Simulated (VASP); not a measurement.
A run of VASP 6.6.1 is set up as follows.

File INCAR:

```
  PREC = Accurate
  ENCUT = 520
  EDIFF = 1E-6
  ISMEAR = -1
  SIGMA = 0.06
  LREAL = False
  LASPH = True
  NELM = 100
  ALGO = Normal
  ISIF = 2
  LWAVE = False
  LCHARG = True
  GGA = PS
  LELF = True
  LVHAR = True
  NBANDS = 12
```

File KPOINTS:

```
regular mesh
0
Gamma
  12 12 12
```

File POSCAR:

```
Au
1.0
    0.0000000000      2.0967585000      2.0967585000
    2.0967585000      0.0000000000      2.0967585000
    2.0967585000      2.0967585000      0.0000000000
Au
1
Direct
    0.0000000000      0.0000000000      0.0000000000
```

Potentials or basis: VASP PAW PBE potentials, release 64 (Au).

Launch:

```bash
$ cat potpaw_PBE.64/Au/POTCAR > POTCAR
$ mpirun -np 1 vasp_std > vasp.out
```

(1) Estimate the pressure.

Results:

(1) -11.1 GPa.

Caveat: the PAW data sets were made with another functional, which shifts forces and pressure a little.
